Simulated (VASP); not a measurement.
# Hf2B: single point with PBE

Hf2B:

```
Hf B
1.0
    -1.64883    1.64883    4.04479
     1.64883   -1.64883    4.04479
     1.64883    1.64883   -4.04479
Hf B
2 1
Direct
  0.66500 0.66500 0.00000
  0.33500 0.33500 0.00000
  0.00000 0.00000 0.00000
```

```
Program                : VASP 6.6.1
Task                   : single point
Functional             : PBE
Potentials or basis    : VASP PAW PBE potentials, release 64 (Hf_pv, B)
Cutoff                 : 520 eV
k mesh                 : 8 × 8 × 8
Occupations            : gaussian, width 0.1 eV
Spin                   : no spin polarisation
Dipole correction      : no
Further INCAR settings : ALGO = Normal; EDIFF = 1e-06; NBANDS = 18
```

- Pressure: 15.2 GPa
- Largest force: 3.421 eV/Å
- Band gap on the k mesh: zero (an odd number of electrons rules out a gap without spin polarisation)

Forces in eV/Å, atoms in the order of the input:
```
Hf   0.000  0.000 -3.421
Hf   0.000  0.000  3.421
B    0.000  0.000  0.000
```

Stress tensor (GPa, compression positive):
```
16.63  0.00  0.00
 0.00 16.63  0.00
 0.00  0.00 12.27
```

Levels at points of the mesh, in eV from the Fermi level:
| k point | band 9 | band 10 | band 11 | band 12 | band 13 | band 14 |
| --- | --- | --- | --- | --- | --- | --- |
| (0.00, 0.00, 0.00) | -2.57 | -0.27 | -0.27 | 0.21 | 1.52 | 1.77 |
| (0.50, 0.00, 0.00) | -2.48 | -2.11 | -0.99 | -0.07 | 0.98 | 3.34 |
| (0.50, 0.50, 0.00) | -3.09 | -3.03 | 0.46 | 0.56 | 0.75 | 3.89 |
| (0.50, 0.50, 0.50) | -3.23 | -1.55 | 0.14 | 0.14 | 2.17 | 3.29 |

Wall time 92 s on 1 thread of Intel(R) Xeon(R) Platinum 8259CL CPU @ 2.50GHz (Skylake/Cascade Lake), with other jobs on the host, peak memory 0.22 GiB.

Caveat: the cell stands under pressure; spin-orbit coupling is left out, which moves the levels of the heavy elements; forces of over 1 eV/Å act on the atoms, so gaps and moduli don't describe the material at rest.
